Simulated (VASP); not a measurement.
A run of VASP 6.6.1:

Contents of INCAR:

```
PREC     = Accurate       # precision mode
ENCUT    = 600            # plane-wave cutoff, eV
EDIFF    = 1E-6           # SCF threshold, eV
ISMEAR   = -1             # smearing method
SIGMA    = 0.1            # smearing width, eV
LREAL    = F              # projectors in reciprocal space
LASPH    = T              # aspherical terms in the spheres
NELM     = 100            # most SCF steps
ALGO     = Normal         # electronic algorithm
ISIF     = 3              # what is computed and relaxed
LWAVE    = F              # write WAVECAR
LCHARG   = F              # write CHGCAR
GGA      = PS             # functional
IBRION   = 2              # ionic algorithm
NSW      = 100            # ionic steps
EDIFFG   = -0.002         # ionic threshold
PSTRESS  = 70.0
```

File KPOINTS:

```
Automatic mesh
0
Gamma
  14 14 14
```

File POSCAR:

```
LiPb
1.0
    3.5125661607      0.0000000000      0.0000000000
    0.0000000000      3.5125661607      0.0000000000
    0.0000000000      0.0000000000      3.5125661607
Li Pb
1 1
Direct
    0.5000000000      0.5000000000      0.5000000000
    0.0000000000      0.0000000000      0.0000000000
```

Potentials or basis: VASP PAW PBE potentials, release 64 (Li_sv, Pb_d).

Command:

```bash
$ cat potpaw_PBE.64/Li_sv/POTCAR potpaw_PBE.64/Pb_d/POTCAR > POTCAR
$ mpirun -np 1 vasp_std > vasp.out
```

Hardware: 1 thread of Intel(R) Xeon(R) 6975P-C (Granite Rapids), on a shared host.

Question: How long does it take, and how much memory?

Answer: It took 45 s on 1 thread of Intel(R) Xeon(R) 6975P-C (Granite Rapids) (shared host), peak memory 0.22 GiB. Counts: scf iterations 25, k points 120, ion steps 3.
